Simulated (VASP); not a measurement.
# HfO2 (P4_2/nmc) in VASP: vibrations by perturbation theory with PBE

Aim: the vibrations by perturbation theory of HfO2 with PBE.

Everything below comes from runs of VASP 6.6.1. Logs are shortened: lines on timing, memory, paths and dates and some standing lists are left out, and cuts for length are marked.

**1. The cell of the first run**

The structure is tetragonal, space group P4_2/nmc (No. 137). The conventional cell has a = 3.604 Å, b = 3.604 Å, c = 5.264 Å, α = 90.00°, β = 90.00°, γ = 90.00°. Hf (site symmetry -4m2) has 8 O at 2.07 to 2.42 Å within 2.7 Å. O (site symmetry 2mm) has 4 Hf at 2.07 to 2.42 Å and 6 O at 2.62 to 2.63 Å within 2.7 Å.

**2. Vibrations by perturbation theory, PBE**

INCAR

```
SYSTEM = HfO2
PREC     = Accurate       ! precision mode
ENCUT    = 520            ! plane-wave cutoff, eV
EDIFF    = 1E-8           ! SCF threshold, eV
ISMEAR   = 0              ! smearing method
SIGMA    = 0.05           ! smearing width, eV
LREAL    = .FALSE.        ! projectors in reciprocal space
LASPH    = .TRUE.         ! aspherical terms in the spheres
NELM     = 100            ! most SCF steps
ALGO     = Normal         ! electronic algorithm
ISIF     = 2              ! what is computed and relaxed
LWAVE    = .FALSE.        ! write WAVECAR
LCHARG   = .TRUE.         ! write CHGCAR
GGA      = PE             ! functional
IBRION   = 8              ! ionic algorithm
NSW      = 1              ! ionic steps
```

KPOINTS

```
regular mesh
0
G
  6 6 4
  0 0 0
```

POSCAR

```
HfO2
1.0
    3.6043048131      0.0000000000      0.0000000000
    0.0000000000      3.6043048131      0.0000000000
    0.0000000000      0.0000000000      5.2639671549
Hf O
2 4
Direct
    0.5000000000      0.5000000000      0.5000000000
    0.0000000000      0.0000000000      0.0000000000
    0.0000000000      0.5000000000      0.6932521152
    0.5000000000      0.0000000000      0.8067478848
    0.5000000000      0.0000000000      0.3067478848
    0.0000000000      0.5000000000      0.1932521152
```

Potentials or basis: VASP PAW PBE potentials, release 64 (Hf_pv, O).

On the command line:

```bash
$ cat potpaw_PBE.64/Hf_pv/POTCAR potpaw_PBE.64/O/POTCAR > POTCAR
$ mpirun -np 1 vasp_std > vasp.out
```

OUTCAR:

```text
SYSTEM = HfO2
   PREC = Accurate
   ENCUT = 520
   EDIFF = 1E-8
   ISMEAR = 0
   LREAL = .FALSE.
   LASPH = .TRUE.
   NELM = 100
   ISIF = 2
   GGA = PE
   IBRION = 8
   NSW = 1

 ion  position               nearest neighbor table
   1  0.500  0.500  0.500-   3 2.07   3 2.07   5 2.07   5 2.07   6 2.42   6 2.42   4 2.42   4 2.42
                             2 3.66   2 3.66   2 3.66   2 3.66   2 3.66   2 3.66   2 3.66   2 3.66
   2  0.000  0.000  0.000-   4 2.07   4 2.07   6 2.07   6 2.07   5 2.42   5 2.42   3 2.42   3 2.42
                             1 3.66   1 3.66   1 3.66   1 3.66   1 3.66   1 3.66   1 3.66   1 3.66
   3  0.000  0.500  0.693-   1 2.07   1 2.07   2 2.42   2 2.42
   4  0.500  0.000  0.807-   2 2.07   2 2.07   1 2.42   1 2.42
   5  0.500  0.000  0.307-   1 2.07   1 2.07   2 2.42   2 2.42
   6  0.000  0.500  0.193-   2 2.07   2 2.07   1 2.42   1 2.42

  LATTYP: Found a simple tetragonal cell.
 ALAT       =     3.6043048131
 C/A-ratio  =     1.4604666996

  Lattice vectors:

 A1 = (   3.6043048131,   0.0000000000,   0.0000000000)
 A2 = (   0.0000000000,   3.6043048131,   0.0000000000)
 A3 = (   0.0000000000,   0.0000000000,   5.2639671549)

Analysis of symmetry for initial positions (statically):
=====================================================================
 Subroutine PRICEL returns:
 Original cell was already a primitive cell.

 Routine SETGRP: Setting up the symmetry group for a
 simple tetragonal supercell.

 Subroutine GETGRP returns: Found 16 space group operations
 (whereof  8 operations were pure point group operations)
 out of a pool of 16 trial point group operations.

The static configuration has the point symmetry D_2d.
 The point group associated with its full space group is D_4h.

Analysis of symmetry for dynamics (positions and initial velocities):
=====================================================================
 Subroutine PRICEL returns:
 Original cell was already a primitive cell.

 Routine SETGRP: Setting up the symmetry group for a
 simple tetragonal supercell.

 Subroutine GETGRP returns: Found 16 space group operations
 (whereof  8 operations were pure point group operations)
 out of a pool of 16 trial point group operations.

The dynamic configuration has the point symmetry D_2d.
 The point group associated with its full space group is D_4h.

 Subroutine INISYM returns: Found 16 space group operations
 (whereof  8 operations are pure point group operations),
 and found     1 'primitive' translations

----------------------------------------------------------------------------------------

                                     Primitive cell

  volume of cell :      68.3843

[... 160 lines left out ...]
      5     -25.8695      2.00000
      6     -25.8695      2.00000
[... 685 lines left out ...]
     25       8.6901      0.00000
     26       8.6901      0.00000

 [... further k-points ...]
[... 5 lines left out ...]
  --------------------------------------------------------------------------------------
  -------------------------------------------------------------------------------------
  Total       -1.3570435     -1.3570435     -1.2788275      0.0000000      0.0000000      0.0000000
  in kB      -31.7942185    -31.7942185    -29.9616926      0.0000000      0.0000000      0.0000000
  external PRESSURE =     -31.1833765 kB  Pullay stress =       0.0000000 kB

 VOLUME and BASIS-vectors are now :
 -----------------------------------------------------------------------------
  energy-cutoff  :      520.00
  volume of cell :       68.38
      direct lattice vectors                 reciprocal lattice vectors
     3.604304813  0.000000000  0.000000000     0.277446013  0.000000000  0.000000000
     0.000000000  3.604304813  0.000000000     0.000000000  0.277446013  0.000000000
     0.000000000  0.000000000  5.263967155     0.000000000  0.000000000  0.189970790

 POSITION                                       TOTAL-FORCE (eV/Angst)
 -----------------------------------------------------------------------------------
      1.80215      1.80215      2.63198        -0.000000     -0.000000      0.000000
      0.00000      0.00000      0.00000         0.000000     -0.000000      0.000000
      0.00000      1.80215      3.64926         0.000000      0.000000     -0.049200
      1.80215      0.00000      4.24669        -0.000000     -0.000000      0.049200
      1.80215      0.00000      1.61471         0.000000     -0.000000      0.049200
      0.00000      1.80215      1.01727        -0.000000     -0.000000     -0.049200
 -----------------------------------------------------------------------------------
    total drift:                                0.000000      0.000000      0.000000

  FREE ENERGIE OF THE ION-ELECTRON SYSTEM (eV)
  ---------------------------------------------------
  free  energy   TOTEN  =       -60.6946693800 eV

  energy  without entropy=      -60.6946693800  energy(sigma->0) =      -60.69466938

[... ionic steps 2 to 9 ...]

--------------------------------------- Ionic step       10  -------------------------------------------

------------------------ aborting loop because EDIFF is reached ----------------------------------------

--------------------------------------- Ionic step       11  -------------------------------------------

------------------------ aborting loop because EDIFF is reached ----------------------------------------

--------------------------------------- Ionic step       12  -------------------------------------------

 Free energy of the ion-electron system (eV)
  ---------------------------------------------------
  ---------------------------------------------------
  free energy    TOTEN  =        -0.37760417 eV

  energy without entropy =       -0.37760417

------------------------ aborting loop because EDIFF is reached ----------------------------------------

 INTERNAL STRAIN TENSOR  FOR ION    3  DIRECTION 3   (eV/Angst):
 -----------------------------------------------------------------------------
   -10.57063  0.00000  0.00000
     0.00000  2.85430  0.00000
     0.00000  0.00000 -9.39694

 INTERNAL STRAIN TENSOR FOR ION    6 for displacements in x,y,z  (eV/Angst):
          X           Y           Z          XY          YZ          ZX
  --------------------------------------------------------------------------------
  x     0.00000     0.00000     0.00000     0.00000     0.00000     1.70776
  y     0.00000     0.00000     0.00000     0.00000    -8.56062     0.00000
  z     2.85430   -10.57063    -9.39694     0.00000     0.00000     0.00000

 SECOND DERIVATIVES (NOT SYMMETRIZED)
 ------------------------------------
               1X          1Y          1Z          2X          2Y          2Z          3X          3Y          3Z          4X          4Y          4Z          5X          5Y          5Z          6X          6Y          6Z
  1X    -9.291318    0.000000    0.000000    0.458840    0.000000    0.000000    8.900234    0.000000    0.000000    0.813694    0.000000    0.000000    1.557705    0.000000    0.000000   -2.439154    0.000000    0.000000
  1Y     0.000000   -9.291318    0.000000    0.000000    0.458840    0.000000    0.000000    1.557705    0.000000    0.000000   -2.439154    0.000000    0.000000    8.900234    0.000000    0.000000    0.813694    0.000000
  1Z     0.000000    0.000000  -22.756308    0.000000    0.000000   13.768151    0.000000    0.000000    6.448404    0.000000    0.000000   -1.954326    0.000000    0.000000    6.448404    0.000000    0.000000   -1.954326
  2X     0.458840    0.000000    0.000000   -9.291318    0.000000    0.000000    0.813694    0.000000    0.000000    8.900234    0.000000    0.000000   -2.439154    0.000000    0.000000    1.557705    0.000000    0.000000
  2Y     0.000000    0.458840    0.000000    0.000000   -9.291318    0.000000    0.000000   -2.439154    0.000000    0.000000    1.557705    0.000000    0.000000    0.813694    0.000000    0.000000    8.900234    0.000000
  2Z     0.000000    0.000000   13.768151    0.000000    0.000000  -22.756308    0.000000    0.000000   -1.954326    0.000000    0.000000    6.448404    0.000000    0.000000   -1.954326    0.000000    0.000000    6.448404
  3X     8.905730    0.000000    0.000000    0.816300    0.000000    0.000000  -17.501185    0.000000    0.000000    6.765605    0.000000    0.000000    0.330161    0.000000    0.000000    0.683388    0.000000    0.000000
  3Y     0.000000    1.560583    0.000000    0.000000   -2.439278    0.000000    0.000000   -5.169152    0.000000    0.000000    5.034698    0.000000    0.000000    0.330792    0.000000    0.000000    0.682357    0.000000
  3Z     0.000000    0.000000    6.448721    0.000000    0.000000   -1.944172    0.000000    0.000000  -12.890986    0.000000    0.000000   -0.867596    0.000000    0.000000    1.392654    0.000000    0.000000    7.861378
  4X     0.816300    0.000000    0.000000    8.905730    0.000000    0.000000    6.765605    0.000000    0.000000  -17.501185    0.000000    0.000000    0.683388    0.000000    0.000000    0.330161    0.000000    0.000000
  4Y     0.000000   -2.439278    0.000000    0.000000    1.560583    0.000000    0.000000    5.034698    0.000000    0.000000   -5.169152    0.000000    0.000000    0.682357    0.000000    0.000000    0.330792    0.000000
  4Z     0.000000    0.000000   -1.944172    0.000000    0.000000    6.448721    0.000000    0.000000   -0.867596    0.000000    0.000000  -12.890986    0.000000    0.000000    7.861378    0.000000    0.000000    1.392654
  5X     1.560583    0.000000    0.000000   -2.439278    0.000000    0.000000    0.330792    0.000000    0.000000    0.682357    0.000000    0.000000   -5.169152    0.000000    0.000000    5.034698    0.000000    0.000000
  5Y     0.000000    8.905730    0.000000    0.000000    0.816300    0.000000    0.000000    0.330161    0.000000    0.000000    0.683388    0.000000    0.000000  -17.501185    0.000000    0.000000    6.765605    0.000000
  5Z     0.000000    0.000000    6.448721    0.000000    0.000000   -1.944172    0.000000    0.000000    1.392654    0.000000    0.000000    7.861378    0.000000    0.000000  -12.890986    0.000000    0.000000   -0.867596
  6X    -2.439278    0.000000    0.000000    1.560583    0.000000    0.000000    0.682357    0.000000    0.000000    0.330792    0.000000    0.000000    5.034698    0.000000    0.000000   -5.169152    0.000000    0.000000
  6Y     0.000000    0.816300    0.000000    0.000000    8.905730    0.000000    0.000000    0.683388    0.000000    0.000000    0.330161    0.000000    0.000000    6.765605    0.000000    0.000000  -17.501185    0.000000
  6Z     0.000000    0.000000   -1.944172    0.000000    0.000000    6.448721    0.000000    0.000000    7.861378    0.000000    0.000000    1.392654    0.000000    0.000000   -0.867596    0.000000    0.000000  -12.890986

 Eigenvectors and eigenvalues of the dynamical matrix
 ----------------------------------------------------

   1 f  =   19.357254 THz   121.625213 2PiTHz  645.688488 cm-1    80.055133 meV
             X         Y         Z           dx          dy          dz
      1.802152  1.802152  2.631984     0.073135   -0.000666    0.000000
      0.000000  0.000000  0.000000    -0.073135    0.000666   -0.000000
      0.000000  1.802152  3.649256    -0.702896    0.000213    0.000000
      1.802152  0.000000  4.246694     0.702896   -0.000213    0.000000
      1.802152  0.000000  1.614711    -0.023400    0.006402    0.000000
      0.000000  1.802152  1.017273     0.023400   -0.006402    0.000000
[... 145 lines left out ...]
  18 f/i=    0.008776 THz     0.055139 2PiTHz    0.292722 cm-1     0.036293 meV
             X         Y         Z           dx          dy          dz
      1.802152  1.802152  2.631984     0.565587    0.327060   -0.000000
      0.000000  0.000000  0.000000     0.565587    0.327060   -0.000000
      0.000000  1.802152  3.649256     0.168618    0.093926   -0.000000
      1.802152  0.000000  4.246694     0.168618    0.093926   -0.000000
      1.802152  0.000000  1.614711     0.162426    0.097506   -0.000000
      0.000000  1.802152  1.017273     0.162426    0.097506   -0.000000

--------------------------------------------------------------------------------------------------------

 ELASTIC MODULI CONTR FROM IONIC RELAXATION (kBar)
 Direction    XX          YY          ZZ          XY          YZ          ZX
 --------------------------------------------------------------------------------
 XX        -812.9721    310.6906   -611.6785      0.0000      0.0000     -0.0000
 YY         310.6906   -812.9721   -611.6785      0.0000      0.0000      0.0000
 ZZ        -611.6785   -611.6785  -1489.8041      0.0000      0.0000      0.0000
 XY           0.0000      0.0000      0.0000      0.0000      0.0000      0.0000
 YZ           0.0000      0.0000      0.0000      0.0000   -780.7853      0.0000
 ZX          -0.0000      0.0000      0.0000      0.0000     -0.0000   -811.6008
 --------------------------------------------------------------------------------
```

Wall time 13 min (1 thread of Intel Xeon Platinum 8259CL at 2.50GHz (Skylake/Cascade Lake), shared host); peak memory 0.47 GiB.

Results:

```
Highest phonon frequency at Γ, LO-TO splitting left out : 646 cm⁻¹
```

Phonon frequencies in cm⁻¹ (negative: imaginary):
```
              q point                                                    frequencies
(0.000, 0.000, 0.000)  0 0 0 27 27 91 91 205 300 307 419 419 444 444 572 625 646 646
```

Caveat: the cell stands under pressure or tension, which shifts response properties; spin-orbit coupling is left out, which moves the levels of the heavy elements.
